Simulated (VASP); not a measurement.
A run of VASP 6.6.1 is set up as follows.

The input INCAR:

```
  PREC = Accurate
  ENCUT = 520
  EDIFF = 1E-6
  ISMEAR = -1
  SIGMA = 0.1
  LREAL = False
  LASPH = True
  NELM = 80
  ALGO = Normal
  ISIF = 2
  LWAVE = False
  LCHARG = False
  GGA = RP
  NBANDS = 19
```

The input KPOINTS:

```
regular mesh
0
Gamma
  20 20 11
```

The input POSCAR:

```
Ti
1.0
    3.0448028682      0.0000000000      0.0000000000
   -1.5224014341      2.6368766334      0.0000000000
    0.0000000000      0.0000000000      4.8227476414
Ti
2
Direct
    0.3333333333      0.6666666667      0.2500000000
    0.6666666667      0.3333333333      0.7500000000
```

Potentials or basis: VASP PAW PBE potentials, release 64 (Ti_sv).

Launch:

```bash
$ cat potpaw_PBE.64/Ti_sv/POTCAR > POTCAR
$ mpirun -np 1 vasp_std > vasp.out
```

What does it give for the pressure?

-7.1 GPa.

What does it give for the band gap on the k mesh?

Zero (band 12 reaches 8.07 eV, above the bottom of band 13 at 7.04 eV).

Stress tensor (GPa, compression positive):
```
-7.10  0.00  0.00
 0.00 -7.10  0.00
 0.00  0.00 -7.18
```

Caveat: the PAW data sets were made with another functional, which shifts forces and pressure a little.
